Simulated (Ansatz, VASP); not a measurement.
## Pt in VASP and in Ansatz

```
CELL_PARAMETERS angstrom
0.09925 2.07429 2.07429
2.07429 0.09925 2.07429
2.07429 2.07429 0.09925
ATOMIC_POSITIONS crystal
Pt 0.00000 0.00000 0.00000
```

Change from the starting cell: equal engineering shear yz, xz and xy +0.0500, equal normal strain along x, y and z +0.0200.

Alike in both runs: task single point; functional PBE; k mesh 20 × 20 × 20; occupations gaussian, width 0.15 eV; no spin polarisation.

|  | VASP | Ansatz |
| --- | --- | --- |
| version | VASP 6.6.1 | Ansatz 0.2.0 |
| potentials or method | VASP PAW PBE potentials, release 64 (Pt), cutoff 520 eV | scalar-relativistic, plane waves, PAW |
| valence electrons in the cell | 10 | 18 |

```tsv
	VASP	Ansatz	Ansatz less VASP
gap on the k mesh at the Fermi level (eV)	none	none	-
pressure (GPa)	-11.3	-10.9	+0.33
traceless stress, the component that is largest in VASP (GPa)	-2.30	-2.28	+0.013
```

A gap of «none» marks a metal or a gap that the smearing closes. The functional is the same, so the differences come from potentials, cutoffs and numerics. VASP's potentials hold 10 valence electrons a cell and Ansatz's 18, so a difference there can come from the potentials and not from the codes.

Neither program's run includes spin-orbit coupling.
